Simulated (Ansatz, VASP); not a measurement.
**BaTiO3 in VASP and in Ansatz**

```
Ba Ti O
1.0
     4.09120    0.00000    0.00000
     0.00000    4.09120    0.00000
     0.00000    0.00000    3.97287
Ba Ti O
1 1 3
Cartesian
  2.0456 2.0456 2.3006
  0.0000 0.0000 0.3697
  0.0000 2.0456 0.2630
  2.0456 0.0000 0.2630
  0.0000 0.0000 2.2068
```

Change from the starting cell: epitaxial_xy strain +3.0%.

Alike in both runs: task single point; functional r2SCAN; k mesh 6 × 6 × 6; non-collinear spin, spin-orbit coupling.

```csv
,VASP,Ansatz
version,VASP 6.6.1,Ansatz 0.2.0
potentials or method,"VASP PAW PBE potentials, release 64 (Ba_sv, Ti_sv, O)","plane waves, PAW"
plane-wave cutoff (eV),520,500
occupations,"gaussian, width 0.01 eV",fixed
valence electrons in the cell,40,40
```

```csv
,VASP,Ansatz,Ansatz less VASP
pressure (GPa),-3.6,-5.3,-1.76
"traceless stress, the component that is largest in VASP (GPa)",5.60,5.33,-0.271
rms of the force components (eV/Å),0.053,0.002,-0.0507
```

VASP's potentials were made for PBE, not for r2SCAN. Atom by atom the forces differ by 0.052 eV/Å (rms over components).
